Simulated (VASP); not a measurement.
A run of VASP 6.6.1 is set up as follows.

The input INCAR:

```
SYSTEM = TiAsS3
PREC = Accurate
ENCUT = 500
EDIFF = 1E-6
ISMEAR = 0
SIGMA = 0.1
LREAL = .False.
LASPH = .True.
NELM = 120
ALGO = Normal
ISIF = 2
LWAVE = .False.
LCHARG = .True.
GGA = PE
LELF = .True.
LVHAR = .True.
NBANDS = 46
GGA_COMPAT = .False.
```

The input KPOINTS:

```
regular mesh
0
Gamma
  4 4 2
  0 0 0
```

The input POSCAR:

```
TiAsS3
1.0
    3.5718419210     -5.2390106894     -0.0001029332
    3.5718419210      5.2390106894     -0.0001029332
   -2.7906241430      0.0000000000      6.5554562004
Ti As S
2 2 6
Direct
    0.3475767971      0.6524232029      0.0000000000
    0.6524232029      0.3475767971      0.0000000000
    0.0855311076      0.0855311076      0.1919665026
    0.9144688924      0.9144688924      0.8080334974
    0.4490058977      0.0922689992      0.1931742626
    0.0922689992      0.4490058977      0.1931742626
    0.6707836474      0.6707836474      0.2374524521
    0.5509941023      0.9077310008      0.8068257374
    0.9077310008      0.5509941023      0.8068257374
    0.3292163526      0.3292163526      0.7625475479
```

Potentials or basis: VASP PAW PBE potentials, release 64 (Ti_sv, As, S).

Run with:

```sh
$ cat potpaw_PBE.64/Ti_sv/POTCAR potpaw_PBE.64/As/POTCAR potpaw_PBE.64/S/POTCAR > POTCAR
$ mpirun -np 1 vasp_std > vasp.out
```

(1) Predict the band gap on the k mesh.

(2) What does it give for the largest force?

(3) Estimate the pressure.

Answers

(1) 0.63 eV (least direct gap 0.68 eV).

(2) 0.028 eV/Å.

(3) 0.0 GPa.

Caveat: the k points lie up to 0.47 Å⁻¹ apart; this functional lacks dispersion, which binds layers or chains, so the pressure and a relaxed spacing across them are unreliable.
